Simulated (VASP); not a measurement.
# Si3N4 (P6_3/m) in VASP: single point with r2SCAN

Aim: the single point of Si3N4 with r2SCAN.

The COD entry that gives the cell may itself be a prediction, so a difference from it is no test against experiment.

Everything below comes from runs of VASP 6.6.1. Logs are shortened: lines on timing, memory, paths and dates and some standing lists are left out, and cuts for length are marked.

## 1. The cell of the first run

The structure is hexagonal, space group P6_3/m (No. 176). The conventional cell has a = 7.606 Å, b = 7.606 Å, c = 2.906 Å, α = 90.00°, β = 90.00°, γ = 120.00°. N (site symmetry m) has 3 Si at 1.73 to 1.74 Å within 2.3 Å. Within 2.3 Å of N (site symmetry -6) lie 3 Si at 1.73 Å. Si (site symmetry m) has 4 N at 1.73 to 1.74 Å within 2.3 Å.

## 2. Single point, r2SCAN

POSCAR

```
Si3N4
1.0
    7.6057159487     -0.0000000029      0.0000000000
   -3.8028579718      6.5867432270      0.0000000000
    0.0000000000      0.0000000000      2.9057405803
N Si
8 6
Direct
    0.3303134689      0.0312580063      0.2500000000
    0.2990554627      0.3303134689      0.7500000000
    0.9687419937      0.2990554627      0.2500000000
    0.6696865311      0.9687419937      0.7500000000
    0.7009445373      0.6696865311      0.2500000000
    0.0312580063      0.7009445373      0.7500000000
    0.3333333333      0.6666666667      0.2500000000
    0.6666666667      0.3333333333      0.7500000000
    0.1754216409      0.7693823551      0.2500000000
    0.4060392858      0.1754216409      0.7500000000
    0.2306176449      0.4060392858      0.2500000000
    0.8245783591      0.2306176449      0.7500000000
    0.5939607142      0.8245783591      0.2500000000
    0.7693823551      0.5939607142      0.7500000000
```

INCAR.step1

```
ALGO = Normal
EDIFF = 1E-4
ENCUT = 520
GGA = PE
ISMEAR = -1
LASPH = T
LCHARG = F
LREAL = F
LWAVE = T
NBANDS = 45
NELM = 80
PREC = Accurate
SIGMA = 0.1
```

INCAR.step2

```
ALGO = Normal
EDIFF = 1E-6
ENCUT = 520
ISIF = 2
ISMEAR = -1
ISTART = 1
LASPH = T
LCHARG = F
LMIXTAU = T
LREAL = F
LWAVE = F
METAGGA = R2SCAN
NBANDS = 45
NELM = 80
PREC = Accurate
SIGMA = 0.1
```

KPOINTS

```
k-points
0
Gamma
  4 4 7
```

Potentials or basis: VASP PAW PBE potentials, release 64 (N, Si).

Run with:

```
$ cat potpaw_PBE.64/N/POTCAR potpaw_PBE.64/Si/POTCAR > POTCAR
$ cp INCAR.step1 INCAR
$ mpirun -np 1 vasp_std > vasp.out
$ cp INCAR.step2 INCAR
$ mpirun -np 1 vasp_std > vasp.out
```

OUTCAR:

```text
EDIFF = 1E-6
   ENCUT = 520
   ISIF = 2
   ISMEAR = -1
   ISTART = 1
   LASPH = T
   LREAL = F
   METAGGA = R2SCAN
   NELM = 80
   PREC = Accurate

 ion  position               nearest neighbor table
   1  0.330  0.031  0.250-   9 1.73  10 1.74  10 1.74
   2  0.299  0.330  0.750-  10 1.73  11 1.74  11 1.74
   3  0.969  0.299  0.250-  11 1.73  12 1.74  12 1.74
   4  0.670  0.969  0.750-  12 1.73  13 1.74  13 1.74
   5  0.701  0.670  0.250-  13 1.73  14 1.74  14 1.74
   6  0.031  0.701  0.750-  14 1.73   9 1.74   9 1.74
   7  0.333  0.667  0.250-   9 1.73  13 1.73  11 1.73
   8  0.667  0.333  0.750-  12 1.73  10 1.73  14 1.73
   9  0.175  0.769  0.250-   7 1.73   1 1.73   6 1.74   6 1.74  11 3.00  13 3.00  10 3.05  10 3.05
                            14 3.05  14 3.05
  10  0.406  0.175  0.750-   8 1.73   2 1.73   1 1.74   1 1.74  12 3.00  14 3.00  11 3.05  11 3.05
                             9 3.05   9 3.05
  11  0.231  0.406  0.250-   7 1.73   3 1.73   2 1.74   2 1.74   9 3.00  13 3.00  10 3.05  10 3.05
                            12 3.05  12 3.05
  12  0.825  0.231  0.750-   8 1.73   4 1.73   3 1.74   3 1.74  14 3.00  10 3.00  13 3.05  13 3.05
                            11 3.05  11 3.05
  13  0.594  0.825  0.250-   7 1.73   5 1.73   4 1.74   4 1.74   9 3.00  11 3.00  14 3.05  14 3.05
                            12 3.05  12 3.05
  14  0.769  0.594  0.750-   8 1.73   6 1.73   5 1.74   5 1.74  12 3.00  10 3.00  13 3.05  13 3.05
                             9 3.05   9 3.05

  LATTYP: Found a hexagonal cell.
 ALAT       =     7.6057159487
 C/A-ratio  =     0.3820469499

  Lattice vectors:

 A1 = (   7.6057159487,  -0.0000000029,   0.0000000000)
 A2 = (  -3.8028579718,   6.5867432270,   0.0000000000)
 A3 = (   0.0000000000,   0.0000000000,   2.9057405803)

Analysis of symmetry for initial positions (statically):
=====================================================================
 Subroutine PRICEL returns:
 Original cell was already a primitive cell.

 Routine SETGRP: Setting up the symmetry group for a
 hexagonal supercell.

 Subroutine GETGRP returns: Found 12 space group operations
 (whereof  6 operations were pure point group operations)
 out of a pool of 24 trial point group operations.

The static configuration has the point symmetry S_6 .
 The point group associated with its full space group is C_6h.

Analysis of symmetry for dynamics (positions and initial velocities):
=====================================================================
 Subroutine PRICEL returns:
 Original cell was already a primitive cell.

[... 139 lines left out ...]
   EFERMI_NEDOS =   21; number of points for ismear=-14 and -15
   IALGO  =     38    algorithm
   IMIX   =      4    mixing-type and parameters
     AMIX     =   0.40;   BMIX     =  1.00
     AMIX_MAG =   1.60;   BMIX_MAG =  1.00
  volume/ion in A,a.u.               =      10.40        70.17
  Fermi-wavevector in a.u.,A,eV,Ry     =   1.244836  2.352400 21.083827  1.549618
  Thomas-Fermi vector in A             =   2.379085
   LORBIT       =      0    0 simple, 1 ext, 2 COOP (PROOUT), +10 PAW based schemes
   METAGGA = R2SCAN    functional components
   LHFCALC =     F    Hartree Fock is set to
   AEXX    =    0.0000 exact exchange contribution
   IVDW    =     0    specifies the selected vdW correction
   LEPSILON=     F    determine dielectric tensor
   LRPA    =     F    only Hartree local field effects (RPA)
 non-spin polarized calculation
  energy-cutoff  :      520.00
  volume of cell :      145.57
 maximum number of plane-waves:      3965
 NGX is ok and might be reduce to    60
   NGX = 29   NGY = 29   NGZ = 11

 number of electron      63.9999992 magnetization

 Free energy of the ion-electron system (eV)
  ---------------------------------------------------
  ext. energy  EPLUGINS =         0.00000000
  ---------------------------------------------------
  free energy    TOTEN  =      -144.16532261 eV

  energy without entropy =     -144.16532261  energy(sigma->0) =     -144.16532261

 E-fermi :   8.6600     XC(G=0): -11.3717

 val. band max:        6.5280797925   @ k =   0.0000   0.0000   0.1429
 cond. band min:      11.5165863484   @ k =   0.0000   0.0000   0.0000
 fundamental gap:      4.9885065559
 Fermi energy:         8.6600018022

 k-point     1 :       0.0000    0.0000    0.0000
  band No.  band energies     occupation
      1     -12.5843      2.00000
      2     -11.1134      2.00000
      3     -11.1134      2.00000
      4     -10.4558      2.00000
      5     -10.3216      2.00000
      6     -10.3216      2.00000
[... 741 lines left out ...]
     43      14.9647      0.00000
     44      15.1382      0.00000
 [bands above 44 left out]

------------------------ aborting loop because EDIFF is reached ----------------------------------------

  FORCE on cell =-STRESS in cart. coord.  units (eV):
  Direction    XX          YY          ZZ          XY          YZ          ZX
  --------------------------------------------------------------------------------------
  -------------------------------------------------------------------------------------
  Total       -0.1417002     -0.1417002     -0.1838391     -0.0000009      0.0000000      0.0000000
  in kB       -1.5596007     -1.5596007     -2.0233950     -0.0000104      0.0000000      0.0000000
  external PRESSURE =      -1.7141988 kB  Pullay stress =       0.0000000 kB

 VOLUME and BASIS-vectors are now :
 -----------------------------------------------------------------------------
  energy-cutoff  :      520.00
  volume of cell :      145.57
      direct lattice vectors                 reciprocal lattice vectors
     7.605715949 -0.000000003  0.000000000     0.131480061  0.075910049  0.000000000
    -3.802857972  6.586743227  0.000000000     0.000000000  0.151820098  0.000000000
     0.000000000  0.000000000  2.905740580     0.000000000  0.000000000  0.344146345

 POSITION                                       TOTAL-FORCE (eV/Angst)
 -----------------------------------------------------------------------------------
      2.39340      0.20589      0.72644        -0.001273     -0.001186      0.000000
      1.01840      2.17569      2.17931         0.000390     -0.001695      0.000000
      6.23071      1.96980      0.72644         0.001663     -0.000510     -0.000000
      1.40946      6.38085      2.17931         0.001273      0.001186     -0.000000
      2.78446      4.41105      0.72644        -0.000390      0.001695     -0.000000
     -2.42785      4.61694      2.17931        -0.001663      0.000510      0.000000
      0.00000      4.39116      0.72644         0.000000     -0.000000      0.000000
      3.80286      2.19558      2.17931         0.000000     -0.000000      0.000000
     -1.59164      5.06772      0.72644        -0.000035      0.001365     -0.000000
      2.42112      1.15546      2.17931        -0.001200      0.000652     -0.000000
      0.20990      2.67448      0.72644        -0.001164     -0.000713      0.000000
      5.39450      1.51902      2.17931         0.000035     -0.001365      0.000000
      1.38174      5.43129      0.72644         0.001200     -0.000652      0.000000
      3.59296      3.91227      2.17931         0.001164      0.000713     -0.000000
 -----------------------------------------------------------------------------------
    total drift:                               -0.000000      0.000000      0.000000

  FREE ENERGIE OF THE ION-ELECTRON SYSTEM (eV)
  ---------------------------------------------------
  free  energy   TOTEN  =      -144.1653226127 eV

  energy  without entropy=     -144.1653226126  energy(sigma->0) =     -144.16532261
```

OSZICAR.step1:

```text
N       E                     dE             d eps       ncg     rms          rms(c)
DAV:   1     0.291241256293E+03    0.29124E+03   -0.31808E+04  1440   0.132E+03
DAV:   2    -0.107924141126E+03   -0.39917E+03   -0.38099E+03  1860   0.282E+02
DAV:   3    -0.130953293839E+03   -0.23029E+02   -0.22878E+02  1832   0.714E+01
DAV:   4    -0.131303225785E+03   -0.34993E+00   -0.34900E+00  1824   0.947E+00
DAV:   5    -0.131311336498E+03   -0.81107E-02   -0.81032E-02  1776   0.139E+00    0.296E+01
DAV:   6    -0.114623082407E+03    0.16688E+02   -0.58659E+01  1739   0.309E+01    0.133E+01
DAV:   7    -0.114534411294E+03    0.88671E-01   -0.31570E+00  1768   0.731E+00    0.630E+00
DAV:   8    -0.114488125877E+03    0.46285E-01   -0.17319E-01  1755   0.202E+00    0.218E+00
DAV:   9    -0.114487267212E+03    0.85867E-03   -0.39145E-02  1832   0.103E+00    0.310E-01
DAV:  10    -0.114489145195E+03   -0.18780E-02   -0.38652E-03  1635   0.274E-01    0.177E-01
DAV:  11    -0.114489892054E+03   -0.74686E-03   -0.95150E-04  1648   0.158E-01    0.282E-02
DAV:  12    -0.114489930748E+03   -0.38694E-04   -0.50096E-05  1251   0.407E-02
   1 F= -.11448993E+03 E0= -.11448993E+03  d E =-.285919E-09
```

Run time: 3.9 min. Hardware: 1 thread of Intel Xeon Platinum 8375C at 2.90GHz (Ice Lake), shared host; peak memory 0.33 GiB.

What came out:

- Free energy: -144.1653 eV
- Pressure: -0.2 GPa
- Band gap on the k mesh: 4.99 eV, indirect (least direct gap 5.20 eV)

Levels at points of the mesh, in eV from the valence-band top:
| k point | band 30 | band 31 | band 32 | band 33 | band 34 | band 35 |
| --- | --- | --- | --- | --- | --- | --- |
| (0.00, 0.00, 0.00) | -0.47 | -0.42 | -0.21 | 4.99 | 5.27 | 5.56 |
| (0.50, 0.00, 0.00) | -0.81 | -0.34 | -0.26 | 5.26 | 5.38 | 5.56 |

Caveat: the PAW data sets were made with another functional, which shifts forces and pressure a little. r2SCAN opens gaps a little over a GGA but as a rule still falls short of measured ones.
